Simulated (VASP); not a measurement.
# WSe2: single point with PBEsol

System: WSe2, a slab with vacuum.

```xyz
6
Lattice="3.2706 0.0000 0.0000 -1.6353 2.8324 0.0000 0.0000 0.0000 23.9870" Properties=species:S:1:pos:R:3 pbc="T T T"
W     1.6353    0.9441    3.0244
W     0.0000    1.8883   20.6859
Se    0.0000    1.8883    4.9735
Se    1.6353    0.9441   22.3605
Se    0.0000    1.8883    1.6265
Se    1.6353    0.9441   19.0135
```

- Program: VASP 6.6.1
- Task: single point
- Functional: PBEsol
- Potentials or basis: VASP PAW PBE potentials, release 64 (W_sv, Se)
- Cutoff: 500 eV
- k mesh: 9 × 9 × 2
- Occupations: tetrahedron
- Spin: no spin polarisation

The largest force is 7.869 eV/Å and the band gap on the k mesh is 0.31 eV (least direct gap 1.16 eV).

Forces on the atoms (eV/Å):
```
W    0.000  0.000  7.869
W    0.000  0.000 -0.014
Se   0.000  0.000 -2.676
Se   0.000  0.000  0.057
Se   0.000  0.000 -5.176
Se   0.000  0.000 -0.059
```

Levels at points of the mesh, in eV from the valence-band top:
| k point | band 24 | band 25 | band 26 | band 27 | band 28 | band 29 |
| --- | --- | --- | --- | --- | --- | --- |
| (0.00, 0.00, 0.00) | -1.73 | -1.26 | 0.00 | 1.55 | 1.55 | 2.34 |
| (0.00, 0.00, 0.50) | -1.73 | -1.26 | 0.00 | 1.55 | 1.55 | 2.34 |

It took 4.7 min on 1 thread of Oxide Virtual Turin-like Processor, on a shared host, peak memory 0.36 GiB.

Caveat: there is no dipole correction, which matters where the two faces differ; the PAW data sets were made with another functional, which shifts forces and pressure a little; spin-orbit coupling is left out, which moves the levels of the heavy elements.
